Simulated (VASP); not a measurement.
Set up this calculation in VASP 6.6.1, as the native input.

```yaml
Task: single point
Functional: PBE
Potentials_or_basis: VASP PAW PBE potentials, release 64 (Be, Se)
Cutoff: 520 eV
k_mesh: 4 × 4 × 4
Occupations: gaussian, width 0.2 eV
Spin: no spin polarisation
Dipole_correction: no
Further_INCAR_settings: ALGO = Normal; EDIFF = 1e-07; NBANDS = 22
```

The structure of Be4Se3 lies in POSCAR:

```
Be4Se3
1.0
   -2.3324645029      2.3324645029      4.5622876157
    2.3324645029     -2.3324645029      4.5622876157
    2.3324645029      2.3324645029     -4.5622876157
Be Se
4 3
Direct
    0.5000000000      0.0000000000      0.5000000000
    0.0000000000      0.5000000000      0.5000000000
    0.3502124152      0.3502124152      0.0000000000
    0.6497875848      0.6497875848      0.0000000000
    0.0000000000      0.0000000000      0.0000000000
    0.7500000000      0.2500000000      0.5000000000
    0.2500000000      0.7500000000      0.5000000000
```

The cell was built from a structure type or drawn by symmetry, and may not be a known phase.

These files were run (other wordings do the same):

INCAR

```
PREC = Accurate ; ENCUT = 520
EDIFF = 1E-7 ; ISMEAR = 0
SIGMA = 0.2 ; LREAL = False
LASPH = True ; NELM = 80
ALGO = Normal ; ISIF = 2
LWAVE = False ; LCHARG = True
GGA = PE ; LELF = True
LVHAR = True ; NBANDS = 22
```

KPOINTS

```
Automatic mesh
0
Gamma
  4 4 4
```

Potentials or basis: VASP PAW PBE potentials, release 64 (Be, Se).

Command:

```bash
$ cat potpaw_PBE.64/Be/POTCAR potpaw_PBE.64/Se/POTCAR > POTCAR
$ mpirun -np 1 vasp_std > vasp.out
```

It gave:

```json
{
  "Pressure": "0.2 GPa",
  "Band gap on the k mesh": "0.31 eV (least direct gap 0.65 eV)"
}
```

Wall time 56 s on 1 thread of Intel Xeon 8259CL (shared host), peak memory 0.25 GiB.
